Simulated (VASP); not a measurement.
MgS, 4 atoms in the cell. It takes space group P6_3mc (No. 186, hexagonal). The conventional cell has a = 4.035 Å, b = 4.035 Å, c = 6.432 Å, α = 90.00°, β = 90.00°, γ = 120.00°. Within 3.2 Å of Mg (site symmetry 3m) lie 4 S at 2.45 to 2.47 Å. Within 3.2 Å of S (site symmetry 3m) lie 4 Mg at 2.45 to 2.47 Å. 

* Program: VASP 6.6.1
* Task: single point
* Functional: PBE
* Potentials or basis: VASP PAW PBE potentials, release 64 (Mg, S)
* Cutoff: 600 eV
* k mesh: 6 × 6 × 2
* Occupations: gaussian, width 0.1 eV
* Spin: no spin polarisation
* Dipole correction: no
* Further INCAR settings: ALGO = Normal; EDIFF = 1e-06; NBANDS = 16

Potentials or basis: VASP PAW PBE potentials, release 64 (Mg, S).

Launch:

```bash
$ cat potpaw_PBE.64/Mg/POTCAR potpaw_PBE.64/S/POTCAR > POTCAR
$ mpirun -np 1 vasp_std > vasp.out
```

Hardware: 1 thread of Intel(R) Xeon(R) Platinum 8175M CPU @ 2.50GHz (Skylake/Cascade Lake), on a shared host.

Q: How long does it take, and how much memory?

A: It took 34 s on 1 thread of Intel(R) Xeon(R) Platinum 8175M CPU @ 2.50GHz (Skylake/Cascade Lake), on a shared host, peak memory 0.23 GiB. Counts: scf iterations 14, k points 14.
